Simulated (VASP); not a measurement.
A run of VASP 6.6.1 is set up as follows.

Contents of POSCAR:

```
ZrN
1.0
    0.0000000000      2.1544346900      2.1544346900
    2.1544346900      0.0000000000      2.1544346900
    2.1544346900      2.1544346900      0.0000000000
Zr N
1 1
Direct
    0.0000000000      0.0000000000      0.0000000000
    0.5000000000      0.5000000000      0.5000000000
```

Contents of INCAR.step1:

```
ALGO = Normal ; EDIFF = 1E-5
EDIFFG = -0.005 ; ENCUT = 660
GGA = PE ; GGA_COMPAT = False
IBRION = 2 ; ISIF = 3
ISMEAR = -1 ; LASPH = True
LCHARG = False ; LREAL = False
LWAVE = True ; NELM = 120
NELMIN = 4 ; NSW = 100
PREC = Accurate ; SIGMA = 0.05
```

Contents of INCAR.step2:

```
ALGO = Normal ; EDIFF = 1E-7
EDIFFG = -0.005 ; ENCUT = 660
GGA_COMPAT = False ; IBRION = 2
ISIF = 3 ; ISMEAR = -1
ISTART = 1 ; LASPH = True
LCHARG = False ; LMIXTAU = True
LREAL = False ; LWAVE = False
METAGGA = R2SCAN ; NELM = 120
NELMIN = 4 ; NSW = 60
PREC = Accurate ; SIGMA = 0.05
```

Contents of KPOINTS:

```
k-points
0
Gamma
  15 15 15
```

Potentials or basis: VASP PAW PBE potentials, release 64 (Zr_sv, N).

Launch:

```console
$ cat potpaw_PBE.64/Zr_sv/POTCAR potpaw_PBE.64/N/POTCAR > POTCAR
$ cp INCAR.step1 INCAR
$ mpirun -np 1 vasp_std > vasp.out
$ cp INCAR.step2 INCAR
$ mpirun -np 1 vasp_std > vasp.out
```

(1) Predict the relaxed volume.

(2) Predict the band gap on the k mesh.

## Answers

(1) 12.07 Å³/atom.

(2) zero (an odd number of electrons rules out a gap without spin polarisation).

Caveat: the volume moved by over 15 % at a fixed basis, so the end points are rough; the PAW data sets were made with another functional, which shifts forces and pressure a little.
